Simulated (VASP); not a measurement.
A run of VASP 6.6.1 is set up as follows.

POSCAR

```
ScAl3
1.0
    4.0878065700      0.0000000000      0.0000000000
    0.0000000000      4.0878065700      0.0000000000
    0.0000000000      0.0000000000      4.0878065700
Sc Al
1 3
Direct
    0.0000000000      0.0000000000      0.0000000000
    0.5000000000      0.5000000000      0.0000000000
    0.0000000000      0.5000000000      0.5000000000
    0.5000000000      0.0000000000      0.5000000000
```

The input INCAR.step1:

```
SYSTEM = ScAl3
ALGO = Normal ; EDIFF = 1E-5
ENCUT = 520 ; GGA = PE
ISIF = 2 ; ISMEAR = -1
LASPH = .True. ; LCHARG = .False.
LREAL = .False. ; LWAVE = .True.
NBANDS = 18 ; NELM = 60
PREC = Accurate ; SIGMA = 0.05
```

The input INCAR.step2:

```
SYSTEM = ScAl3
AEXX = 0.25 ; ALGO = Normal
EDIFF = 1E-7 ; ENCUT = 520
GGA = PE ; ISIF = 2
ISMEAR = -1 ; ISTART = 1
LASPH = .True. ; LCHARG = .False.
LHFCALC = .True. ; LREAL = .False.
LWAVE = .False. ; NBANDS = 18
NELM = 60 ; PREC = Accurate
PRECFOCK = Normal ; SIGMA = 0.05
```

Contents of KPOINTS:

```
k-points
0
Gamma
  4 4 4
  0 0 0
```

Potentials or basis: VASP PAW PBE potentials, release 64 (Sc_sv, Al).

Launch:

```sh
$ cat potpaw_PBE.64/Sc_sv/POTCAR potpaw_PBE.64/Al/POTCAR > POTCAR
$ cp INCAR.step1 INCAR
$ mpirun -np 1 vasp_std > vasp.out
$ cp INCAR.step2 INCAR
$ mpirun -np 1 vasp_std > vasp.out
```

(1) Predict the band gap on the k mesh.

(2) Estimate the pressure.

Answers

(1) zero (band 10 reaches 8.65 eV, above the bottom of band 11 at 3.27 eV).

(2) -0.2 GPa.

Caveat: the k points lie up to 0.38 Å⁻¹ apart; the PAW data sets were made with another functional, which shifts forces and pressure a little.
